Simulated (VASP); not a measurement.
Write the native input for VASP 6.6.1 that does the following.

- Task: single point
- Functional: LDA
- Potentials or basis: VASP PAW LDA potentials, release 64 (Ir)
- Cutoff: 520 eV
- k mesh: 19 × 19 × 17
- Occupations: fermi-dirac, width 0.08 eV
- Spin: no spin polarisation
- Dipole correction: no
- Further INCAR settings: ALGO = Normal; EDIFF = 1e-07; NBANDS = 10

The structure of Ir lies in POSCAR:

```
Ir
1.0
    2.3090422671      0.0000000000      0.0000000000
   -1.1545211335      1.9996892617      0.0000000000
    0.0000000000      0.0000000000      2.2034773903
Ir
1
Direct
    0.0000000000      0.0000000000      0.0000000000
```

The input as run:

INCAR

```
PREC = Accurate ; ENCUT = 520
EDIFF = 1E-7 ; ISMEAR = -1
SIGMA = 0.08 ; LREAL = F
LASPH = T ; NELM = 60
ALGO = Normal ; ISIF = 2
LWAVE = F ; LCHARG = T
GGA = CA ; LELF = T
LVHAR = T ; NBANDS = 10
```

KPOINTS

```
Automatic mesh
0
Gamma
  19 19 17
```

Potentials or basis: VASP PAW LDA potentials, release 64 (Ir).

Launch:

```bash
$ cat potpaw_LDA.64/Ir/POTCAR > POTCAR
$ mpirun -np 1 vasp_std > vasp.out
```

It gave:

```yaml
Pressure: 344.8 GPa
```

Wall time 15 s on 1 thread of AMD EPYC 9R45 96-Core Processor (Zen 5), on a shared host, peak memory 0.12 GiB.
